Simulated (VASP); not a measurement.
# MgS (P6_3mc) in VASP: single point with PBEsol

Aim: the single point of MgS with PBEsol.

Everything below comes from runs of VASP 6.6.1. Logs are shortened: lines on timing, memory, paths and dates and some standing lists are left out, and cuts for length are marked.

### Step 1. The cell of the first run

Symmetry: P6_3mc, No. 186, hexagonal system. The conventional cell has a = 3.716 Å, b = 3.716 Å, c = 5.098 Å, α = 90.00°, β = 90.00°, γ = 120.00°. Within 2.3 Å of Mg (site symmetry 3m) lie 4 S at 1.73 to 2.29 Å. S (site symmetry 3m) has 4 Mg at 1.73 to 2.29 Å within 2.3 Å.

### Step 2. Single point, PBEsol (O replaced by S, lengths x 1.113, strained)

INCAR reads:

```
SYSTEM = MgS
PREC = Accurate
ENCUT = 520
EDIFF = 1E-6
ISMEAR = 0
SIGMA = 0.1
LREAL = .FALSE.
LASPH = .TRUE.
NELM = 100
ALGO = Normal
ISIF = 2
LWAVE = .FALSE.
LCHARG = .FALSE.
GGA = PS
NBANDS = 16
```

KPOINTS reads:

```
Automatic mesh
0
G
  6 6 4
  0 0 0
```

POSCAR reads:

```
MgS
1.0
    3.7155456544      0.0000000000      0.0000000000
   -1.8577728273      3.2177569256      0.0000000000
    0.0000000000      0.0000000000      5.0979784373
Mg S
2 2
Direct
    0.3333333300      0.6666666700      0.0322628028
    0.6666666700      0.3333333300      0.5322628028
    0.3333333300      0.6666666700      0.3723371972
    0.6666666700      0.3333333300      0.8723371972
```

Potentials or basis: VASP PAW PBE potentials, release 64 (Mg, S).

On the command line:

```console
$ cat potpaw_PBE.64/Mg/POTCAR potpaw_PBE.64/S/POTCAR > POTCAR
$ mpirun -np 1 vasp_std > vasp.out
```

OUTCAR:

```text
SYSTEM = MgS
   PREC = Accurate
   ENCUT = 520
   EDIFF = 1E-6
   ISMEAR = 0
   LREAL = .FALSE.
   LASPH = .TRUE.
   NELM = 100
   ISIF = 2
   GGA = PS

 ion  position               nearest neighbor table
   1  0.333  0.667  0.032-   3 1.73   4 2.29   4 2.29   4 2.29   2 3.33   2 3.33   2 3.33   2 3.33
                             2 3.33   2 3.33
   2  0.667  0.333  0.532-   4 1.73   3 2.29   3 2.29   3 2.29   1 3.33   1 3.33   1 3.33   1 3.33
                             1 3.33   1 3.33
   3  0.333  0.667  0.372-   1 1.73   2 2.29   2 2.29   2 2.29
   4  0.667  0.333  0.872-   2 1.73   1 2.29   1 2.29   1 2.29

  LATTYP: Found a hexagonal cell.
 ALAT       =     3.7155456544
 C/A-ratio  =     1.3720672309

  Lattice vectors:

 A1 = (   3.7155456544,   0.0000000000,   0.0000000000)
 A2 = (  -1.8577728273,   3.2177569256,   0.0000000000)
 A3 = (   0.0000000000,   0.0000000000,   5.0979784373)

Analysis of symmetry for initial positions (statically):
=====================================================================
 Subroutine PRICEL returns:
 Original cell was already a primitive cell.

 Routine SETGRP: Setting up the symmetry group for a
 hexagonal supercell.

 Subroutine GETGRP returns: Found 12 space group operations
 (whereof  6 operations were pure point group operations)
 out of a pool of 24 trial point group operations.

The static configuration has the point symmetry C_3v.
 The point group associated with its full space group is C_6v.

Analysis of symmetry for dynamics (positions and initial velocities):
=====================================================================
 Subroutine PRICEL returns:
 Original cell was already a primitive cell.

 Routine SETGRP: Setting up the symmetry group for a
 hexagonal supercell.

 Subroutine GETGRP returns: Found 12 space group operations
 (whereof  6 operations were pure point group operations)
 out of a pool of 24 trial point group operations.

The dynamic configuration has the point symmetry C_3v.
 The point group associated with its full space group is C_6v.

 Subroutine INISYM returns: Found 12 space group operations
 (whereof  6 operations are pure point group operations),
 and found     1 'primitive' translations

----------------------------------------------------------------------------------------

                                     Primitive cell

  volume of cell :      60.9500

[... 90 lines left out ...]
   EDIFFG = 0.1E-04   stopping-criterion for IOM
   NSW    =      0    number of steps for IOM
   IBRION =     -1    ionic relax: 0-MD 1-quasi-New 2-CG
   NFREE  =      0    steps in history (QN), initial steepest desc. (CG)
   ISIF   =      2    stress and relaxation
   ISYM   =      2    0-nonsym 1-usesym 2-fastsym
   POTIM  = 0.5000    time-step for ionic-motion
   TEBEG  =    0.0;   TEEND  =   0.0 temperature during run
   PSTRESS=    0.0 pullay stress
   NELECT =      16.0000    total number of electrons
   NUPDOWN=      -1.0000    fix difference up-down
   EMIN   =  10.00;   EMAX   =-10.00  energy-range for DOS
   EFERMI =   0.00;   METHOD = LEGACY
   ISMEAR =     0;   SIGMA  =   0.10  broadening in eV -4-tet -1-fermi 0-gaus
   EFERMI_NEDOS =   21; number of points for ismear=-14 and -15
   IALGO  =     38    algorithm
   IMIX   =      4    mixing-type and parameters
     AMIX     =   0.40;   BMIX     =  1.00
     AMIX_MAG =   1.60;   BMIX_MAG =  1.00
  volume/ion in A,a.u.               =      15.24       102.83
  Fermi-wavevector in a.u.,A,eV,Ry     =   1.048231  1.980869 14.949913  1.098788
  Thomas-Fermi vector in A             =   2.183144
   LORBIT       =      0    0 simple, 1 ext, 2 COOP (PROOUT), +10 PAW based schemes
   GGA     = PS    functional components
   LHFCALC =     F    Hartree Fock is set to
   AEXX    =    0.0000 exact exchange contribution
   IVDW    =     0    specifies the selected vdW correction
   LEPSILON=     F    determine dielectric tensor
   LRPA    =     F    only Hartree local field effects (RPA)
 non-spin polarized calculation
 Gauss-broadening in eV      SIGMA  =   0.10
  energy-cutoff  :      520.00
  volume of cell :       60.95
 maximum number of plane-waves:      1656
 NGX is ok and might be reduce to    28
   NGX = 13   NGY = 13   NGZ = 19

 number of electron      15.9999998 magnetization

 Free energy of the ion-electron system (eV)
  ---------------------------------------------------
  ext. energy  EPLUGINS =         0.00000000
  ---------------------------------------------------
  free energy    TOTEN  =        -9.03452569 eV

  energy without entropy =       -9.03452569  energy(sigma->0) =       -9.03452569

 E-fermi :   5.1421     XC(G=0): -10.1514

 val. band max:        4.6885181002   @ k =   0.0000   0.0000   0.0000
 cond. band min:       8.2528711018   @ k =   0.5000   0.0000   0.0000
 fundamental gap:      3.5643530015
 Fermi energy:         5.1420520422

 k-point     1 :       0.0000    0.0000    0.0000
  band No.  band energies     occupation
      1      -8.9717      2.00000
      2      -6.8238      2.00000
      3      -0.2315      2.00000
      4       2.8705      2.00000
      5       2.8705      2.00000
      6       3.8333      2.00000
[... 376 lines left out ...]
      3      -0.0954      2.00000
      4      -0.0954      2.00000
      5       0.9939      2.00000
      6       0.9939      2.00000
[... 8 lines left out ...]
     15      14.1992      0.00000
     16      14.1992      0.00000

------------------------ aborting loop because EDIFF is reached ----------------------------------------

  FORCE on cell =-STRESS in cart. coord.  units (eV):
  Direction    XX          YY          ZZ          XY          YZ          ZX
  --------------------------------------------------------------------------------------
  -------------------------------------------------------------------------------------
  Total        9.1898463      9.1898463     69.2028328     -0.0000000      0.0000000      0.0000000
  in kB      241.5711133    241.5711133   1819.1169696     -0.0000000      0.0000000      0.0000000
  external PRESSURE =     767.4197321 kB  Pullay stress =       0.0000000 kB

 VOLUME and BASIS-vectors are now :
 -----------------------------------------------------------------------------
  energy-cutoff  :      520.00
  volume of cell :       60.95
      direct lattice vectors                 reciprocal lattice vectors
     3.715545654  0.000000000  0.000000000     0.269139473  0.155387747  0.000000000
    -1.857772827  3.217756926  0.000000000     0.000000000  0.310775495  0.000000000
     0.000000000  0.000000000  5.097978437     0.000000000  0.000000000  0.196156185

 POSITION                                       TOTAL-FORCE (eV/Angst)
 -----------------------------------------------------------------------------------
     -0.00000      2.14517      0.16448        -0.000000      0.000000    -16.704822
      1.85777      1.07259      2.71346        -0.000000     -0.000000    -16.704822
     -0.00000      2.14517      1.89817         0.000000     -0.000000     16.704822
      1.85777      1.07259      4.44716        -0.000000      0.000000     16.704822
 -----------------------------------------------------------------------------------
    total drift:                               -0.000010      0.000006     -0.000131

  FREE ENERGIE OF THE ION-ELECTRON SYSTEM (eV)
  ---------------------------------------------------
  free  energy   TOTEN  =        -9.0345256868 eV

  energy  without entropy=       -9.0345256868  energy(sigma->0) =       -9.03452569
```

Wall time 8.5 s (1 thread of Intel Xeon 6975P-C (Granite Rapids), shared host); peak memory 0.18 GiB.

What came out:

```
Free energy            : -9.0345 eV
Pressure               : 76.7 GPa
Largest force          : 16.705 eV/Å
Band gap on the k mesh : 3.56 eV, indirect (least direct gap 4.45 eV)
```

Forces in eV/Å, atoms in the order of the input:
```
Mg    0.000   0.000 -16.705
Mg    0.000   0.000 -16.705
S     0.000   0.000  16.705
S     0.000   0.000  16.705
```

Stress tensor (GPa, compression positive):
```
 24.16   0.00   0.00
  0.00  24.16   0.00
  0.00   0.00 181.91
```

Caveat: the cell differs from its parent crystal (O replaced by S, lengths x 1.113, strained); the PAW data sets were made with another functional, which shifts forces and pressure a little.
